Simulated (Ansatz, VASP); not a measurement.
**Hf4C: VASP beside Ansatz**

```
CELL_PARAMETERS angstrom
1.61876 0.93459 10.48731
-1.61876 0.93459 10.48731
0.00000 -1.86918 10.48731
ATOMIC_POSITIONS crystal
Hf 0.37435 0.37435 0.37435
Hf 0.79406 0.79406 0.79406
Hf 0.20594 0.20594 0.20594
Hf 0.62565 0.62565 0.62565
C 0.00000 0.00000 0.00000
```

Change from the starting cell: species swapped into the OsPt4 type (R-3m, No. 166).

Alike in both runs: functional PBE; k mesh 6 × 6 × 6; occupations gaussian, width 0.2 eV; no spin polarisation.

Ansatz relaxed the structure, and its values are those at the end. VASP's run is a single point on that final structure, the one shown.

|  | VASP | Ansatz |
| --- | --- | --- |
| version | VASP 6.6.1 | Ansatz 0.2.0 |
| potentials or method | VASP PAW PBE potentials, release 64 (Hf_pv, C), cutoff 520 eV | scalar-relativistic, plane waves, PAW |
| valence electrons in the cell | 44 | 108 |

Ansatz gave:

* gap on the k mesh at the Fermi level (eV): none
* pressure (GPa): 0.2
* rms of the force components (eV/Å): 0.006

Which values does VASP return?

gap on the k mesh at the Fermi level (eV): none; pressure (GPa): -0.3; rms of the force components (eV/Å): 0.030.

A gap of «none» marks a metal or a gap that the smearing closes. VASP's potentials hold 44 valence electrons a cell and Ansatz's 108, so a difference there can come from the potentials and not from the codes. Ansatz's warnings: bands unlocked at the loops exit, eigensolver not converged, forces off the residual converged image.

The k mesh is coarse, so the values compare programs but aren't converged. Neither program's run includes spin-orbit coupling.
